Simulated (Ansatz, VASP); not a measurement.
## In in VASP and in Ansatz

```
In
1.0
     5.59026    0.00000    0.00000
    -2.79513    4.84131    0.00000
     0.00000    0.00000    3.46592
In
3
Cartesian
  -2.7951 4.8413 0.0000
  0.0000 3.2275 1.7330
  2.7951 1.6138 1.7330
```

Alike in both runs: task single point; functional PBE; k mesh 8 × 8 × 11; occupations fermi-dirac, width 0.1 eV; no spin polarisation.

|  | VASP | Ansatz |
| --- | --- | --- |
| version | VASP 6.6.1 | Ansatz 0.2.0 |
| potentials or method | VASP PAW PBE potentials, release 64 (In_d), cutoff 520 eV | plane waves (420 eV) with PAW, scalar-relativistic |
| valence electrons in the cell | 39 | 39 |

```tsv
	VASP	Ansatz	Ansatz less VASP
pressure (GPa)	-2.8	-2.7	+0.03
traceless stress, the component that is largest in VASP (GPa)	-0.14	-0.14	-0.001
```
